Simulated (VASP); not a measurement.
Input of a VASP 6.6.1 run:

The input INCAR:

```
PREC     = Accurate       # precision mode
ENCUT    = 520            # plane-wave cutoff, eV
EDIFF    = 1E-7           # SCF threshold, eV
ISMEAR   = -1             # smearing method
SIGMA    = 0.05           # smearing width, eV
LREAL    = False          # projectors in reciprocal space
LASPH    = True           # aspherical terms in the spheres
NELM     = 80             # most SCF steps
ALGO     = Normal         # electronic algorithm
ISIF     = 2              # what is computed and relaxed
LWAVE    = False          # write WAVECAR
LCHARG   = True           # write CHGCAR
GGA      = PE             # functional
LELF     = True           # ELF
LVHAR    = True         
NBANDS   = 14             # bands
```

The input KPOINTS:

```
regular mesh
0
Gamma
  17 17 17
```

File POSCAR:

```
Rh
1.0
    0.0000000000      1.8825281344      1.8825281344
    1.8825281344      0.0000000000      1.8825281344
    1.8825281344      1.8825281344      0.0000000000
Rh
1
Direct
    0.0000000000      0.0000000000      0.0000000000
```

Potentials or basis: VASP PAW PBE potentials, release 64 (Rh_pv).

Run with:

```sh
$ cat potpaw_PBE.64/Rh_pv/POTCAR > POTCAR
$ mpirun -np 1 vasp_std > vasp.out
```

**Question.** Predict the pressure.

**Answer.** 15.1 GPa.
